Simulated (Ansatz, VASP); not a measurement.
# Lu in VASP and in Ansatz

```xyz
1
Lattice="0.0000 2.2275 2.2275 2.2275 0.0000 2.2275 2.2275 2.2275 0.0000" Properties=species:S:1:pos:R:3 pbc="T T T"
Lu    0.0000    0.0000    0.0000
```

Change from the starting cell: volume scaled by 0.76, PAW files.

Alike in both runs: task single point; functional PBE; k mesh 15 × 15 × 15; occupations fermi-dirac, width 0.1 eV; no spin polarisation.

|  | VASP | Ansatz |
| --- | --- | --- |
| version | VASP 6.6.1 | Ansatz 0.2.0 |
| potentials or method | VASP PAW PBE potentials, release 64 (Lu) | PAW with Ansatz's default frozen-core files, scalar-relativistic |
| plane-wave cutoff (eV) | 520 | 420 |
| valence electrons in the cell | 25 | 25 |

Ansatz gave:

* pressure (GPa): 18.4

Task: What did VASP give for the same quantities?

Result: Pressure (GPa): 18.9.

Spin-orbit coupling is off throughout.
